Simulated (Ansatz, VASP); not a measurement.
Two plane-wave programs on Sn

```
CELL_PARAMETERS angstrom
-1.94802 1.94802 1.89129
1.94802 -1.94802 1.89129
1.94802 1.94802 -1.89129
ATOMIC_POSITIONS crystal
Sn 0.00000 0.00000 0.00000
```

Change from the starting cell: strain +0.0300 x Voigt [1, 1, 0, 0, 0, 0], atoms carried along.

Alike in both runs: task single point; functional r2SCAN; k mesh 22 × 22 × 22; occupations gaussian, width 0.15 eV; no spin polarisation.

```csv
,VASP,Ansatz
version,VASP 6.6.1,Ansatz 0.2.0
potentials or method,"VASP PAW PBE potentials, release 64 (Sn_d), cutoff 520 eV","scalar-relativistic, plane waves, PAW"
valence electrons in the cell,14,14
```

VASP gave:

| Item | Value |
| --- | --- |
| gap on the k mesh at the Fermi level (eV) | none |
| pressure (GPa) | -2.9 |
| traceless stress, the component that is largest in VASP (GPa) | -0.48 |

Q: Estimate Ansatz's values.

A: gap on the k mesh at the Fermi level (eV): none; pressure (GPa): -2.8; traceless stress, the component that is largest in VASP (GPa): -0.48.

VASP's potentials were made for PBE, not for r2SCAN. A gap of «none» marks a metal or a gap that the smearing closes.
